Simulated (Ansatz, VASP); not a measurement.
AlN: VASP beside Ansatz

```
Al N
1.0
     2.99600    0.00000    0.00000
    -1.49800    2.59461    0.00000
     0.00000    0.00000    5.14130
Al N
2 2
Direct
  0.33333 0.66667 0.00152
  0.66667 0.33333 0.50152
  0.33333 0.66667 0.38348
  0.66667 0.33333 0.88348
```

Alike in both runs: task relaxation of the atoms; functional LDA; k mesh 9 × 9 × 6; occupations gaussian, width 0.05 eV; no spin polarisation.

```csv
,VASP,Ansatz
version,VASP 6.6.1,Ansatz 0.2.0
potentials or method,"VASP PAW LDA potentials, release 64 (Al, N), cutoff 520 eV","scalar-relativistic, plane waves, PAW"
valence electrons in the cell,16,16
```

|  | VASP | Ansatz | Ansatz less VASP |
| --- | --- | --- | --- |
| gap on the k mesh at the Fermi level, each at its own relaxed structure (eV) | 4.43 | 4.43 | -0.004 |

Ansatz warns that its potentials were made for another functional, while VASP's fit it. LDA's correlation is that of Perdew and Zunger in VASP and of Perdew and Wang (1992) in Ansatz. Ansatz's warnings: stress scf threshold loose.
